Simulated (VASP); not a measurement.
A run of VASP 6.6.1 is set up as follows.

The input INCAR:

```
PREC = Accurate
ENCUT = 600
EDIFF = 1E-7
ISMEAR = 0
SIGMA = 0.1
LREAL = False
LASPH = True
NELM = 80
ALGO = Normal
ISIF = 3
LWAVE = False
LCHARG = False
GGA = PE
IBRION = 2
NSW = 100
EDIFFG = -0.01
```

Contents of KPOINTS:

```
Automatic mesh
0
Gamma
  12 12 12
```

POSCAR

```
BiTe
1.0
    2.4227078100      1.3987510100      3.3172919800
   -2.4227078100      1.3987510100      3.3172919800
    0.0000000000     -2.7975020100      3.3172919800
Bi Te
1 1
Direct
    0.5000000000      0.5000000000      0.5000000000
    0.0000000000      0.0000000000      0.0000000000
```

Potentials or basis: VASP PAW PBE potentials, release 64 (Bi_d, Te).

Command:

```sh
$ cat potpaw_PBE.64/Bi_d/POTCAR potpaw_PBE.64/Te/POTCAR > POTCAR
$ mpirun -np 1 vasp_std > vasp.out
```

Question: What does it give for the relaxed cell?

Answer: a = 4.337 Å, b = 4.337 Å, c = 4.337 Å, α = 67.89°, β = 67.89°, γ = 67.89°.

Question: Predict the relaxed volume.

Answer: 33.67 Å³/atom.

Final structure:
```
CELL_PARAMETERS angstrom
2.42159 1.39811 3.31490
-2.42159 1.39811 3.31490
0.00000 -2.79622 3.31490
ATOMIC_POSITIONS crystal
Bi 0.50000 0.50000 0.50000
Te 0.00000 0.00000 0.00000
```
